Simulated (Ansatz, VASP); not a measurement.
## C in VASP and in Ansatz

```
C
1.0
     1.24166   -2.15061    0.00000
     0.00000    0.00000   -4.13634
     3.72497    2.15061    0.00000
C
8
Direct
  0.50000 0.93717 0.16667
  0.00000 0.93717 0.66667
  0.00000 0.43717 0.33333
  0.50000 0.43717 0.83333
  0.50000 0.56283 0.16667
  0.00000 0.56283 0.66667
  0.00000 0.06283 0.33333
  0.50000 0.06283 0.83333
```

Alike in both runs: functional LDA; k mesh 12 × 8 × 8; occupations gaussian, width 0.01 eV; no spin polarisation.

Ansatz relaxed the structure, and its values are those at the end. VASP's run is a single point on that final structure, the one shown.

|  | VASP | Ansatz |
| --- | --- | --- |
| version | VASP 6.6.1 | Ansatz 0.2.0 |
| potentials or method | VASP PAW LDA potentials, release 64 (C), cutoff 520 eV | scalar-relativistic, plane waves, PAW |
| valence electrons in the cell | 32 | 32 |

|  | VASP | Ansatz | Ansatz less VASP |
| --- | --- | --- | --- |
| gap on the k mesh at the Fermi level (eV) | 3.01 | 3.03 | +0.016 |
| least direct gap on the mesh (eV) | 4.53 | 4.53 | +0.008 |
| pressure (GPa) | 1.6 | 0.0 | -1.60 |
| rms of the force components (eV/Å) | 0.004 | 0.001 | -0.0023 |

LDA's correlation is that of Perdew and Zunger in VASP and of Perdew and Wang (1992) in Ansatz.
